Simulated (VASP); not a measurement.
Write the native input for VASP 6.6.1 that does the following.

```
Task                   : single point
Functional             : PBE
Potentials or basis    : VASP PAW PBE potentials, release 64 (Sn_d, O)
Cutoff                 : 600 eV
k mesh                 : 6 × 6 × 6
Occupations            : gaussian, width 0.02 eV
Spin                   : no spin polarisation
Dipole correction      : no
Further INCAR settings : ALGO = Normal; EDIFF = 1e-06; NBANDS = 64
```

The structure of SnO2 lies in POSCAR:

```
SnO2
1.0
    4.7896504875      0.0000000000      0.0000000000
    0.0000000000      5.8240975794      0.0000000000
    0.0000000000      0.0000000000      5.3056811755
Sn O
4 8
Direct
    0.5000000000      0.6651700476      0.7500000000
    0.0000000000      0.8348299524      0.2500000000
    0.5000000000      0.3348299524      0.2500000000
    0.0000000000      0.1651700476      0.7500000000
    0.7301618008      0.6070597004      0.0781618361
    0.2301618008      0.8929402996      0.9218381639
    0.7698381992      0.8929402996      0.5781618361
    0.2698381992      0.6070597004      0.4218381639
    0.7301618008      0.3929402996      0.5781618361
    0.2301618008      0.1070597004      0.4218381639
    0.7698381992      0.1070597004      0.0781618361
    0.2698381992      0.3929402996      0.9218381639
```

One way to write it, as run:

INCAR

```
PREC     = Accurate       # precision mode
ENCUT    = 600            # plane-wave cutoff, eV
EDIFF    = 1E-6           # SCF threshold, eV
ISMEAR   = 0              # smearing method
SIGMA    = 0.02           # smearing width, eV
LREAL    = F              # projectors in reciprocal space
LASPH    = T              # aspherical terms in the spheres
NELM     = 120            # most SCF steps
ALGO     = Normal         # electronic algorithm
ISIF     = 2              # what is computed and relaxed
LWAVE    = F              # write WAVECAR
LCHARG   = T              # write CHGCAR
GGA      = PE             # functional
LELF     = T              # ELF
LVHAR    = T            
NBANDS   = 64             # bands
GGA_COMPAT= F
```

KPOINTS

```
regular mesh
0
Gamma
  6 6 6
```

Potentials or basis: VASP PAW PBE potentials, release 64 (Sn_d, O).

Run with:

```bash
$ cat potpaw_PBE.64/Sn_d/POTCAR potpaw_PBE.64/O/POTCAR > POTCAR
$ mpirun -np 1 vasp_std > vasp.out
```

Results of the run:

```
Pressure               : 0.4 GPa
Largest force          : 0.014 eV/Å
Band gap on the k mesh : 0.98 eV (least direct gap 1.00 eV)
```

Caveat: spin-orbit coupling is left out, which moves the levels of the heavy elements.

Wall time 17 min on 1 thread of Oxide Virtual Turin-like Processor, with other jobs on the host, peak memory 0.58 GiB.
